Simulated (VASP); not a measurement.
CuB2:

```
Cu B
1.0
     2.34050    0.00000    0.00000
     0.00000    2.34050    0.00000
     0.00000    0.00000    4.82904
Cu B
1 2
Direct
  0.00000 0.00000 0.00000
  0.50000 0.50000 0.29500
  0.50000 0.50000 0.70500
```

- Program: VASP 6.6.1
- Task: relaxation of cell and atoms
- Functional: PBE
- Potentials or basis: VASP PAW PBE potentials, release 64 (Cu, B)
- Cutoff: 600 eV
- k mesh: 8 × 8 × 4
- Occupations: gaussian, width 0.1 eV
- Spin: no spin polarisation

At the start: pressure -4.3 GPa; volume 8.82 Å³/atom.

Q: Where does the relaxation end?

A: Over 9 steps the energy falls by 159.3 meV/atom and the volume is 8.66 Å³/atom (-1.8 %); space group P4/mmm (No. 123, to 0.05 Å).

Step by step:
```
step  energy change (eV)  largest force (eV/Å)  pressure (GPa)  volume (Å³)
   1              0.0000                2.5707           -4.27        26.45
   2             -0.4559                0.7780            5.24        25.50
   3             -0.4724                0.3400            2.07        25.66
   4             -0.4742                0.1378            2.72        25.63
   5             -0.4740                0.0281            3.02        25.61
   6             -0.4765                0.1237           -1.28        26.16
   7             -0.4775                0.0696            0.21        25.96
   8             -0.4775                0.1056           -0.33        26.00
   9             -0.4778                0.0202           -0.09        25.98
```

Final structure:
```cif
data_structure
_symmetry_space_group_name_H-M 'P 1'
_symmetry_Int_Tables_number 1
_cell_length_a 2.3863
_cell_length_b 2.3863
_cell_length_c 4.5622
_cell_angle_alpha 90.000
_cell_angle_beta 90.000
_cell_angle_gamma 90.000
_cell_volume 25.98
loop_
_atom_site_label
_atom_site_type_symbol
_atom_site_fract_x
_atom_site_fract_y
_atom_site_fract_z
_atom_site_occupancy
Cu1 Cu 0.00000 0.00000 0.00000 1
B1 B 0.50000 0.50000 0.31817 1
B2 B 0.50000 0.50000 0.68183 1
```
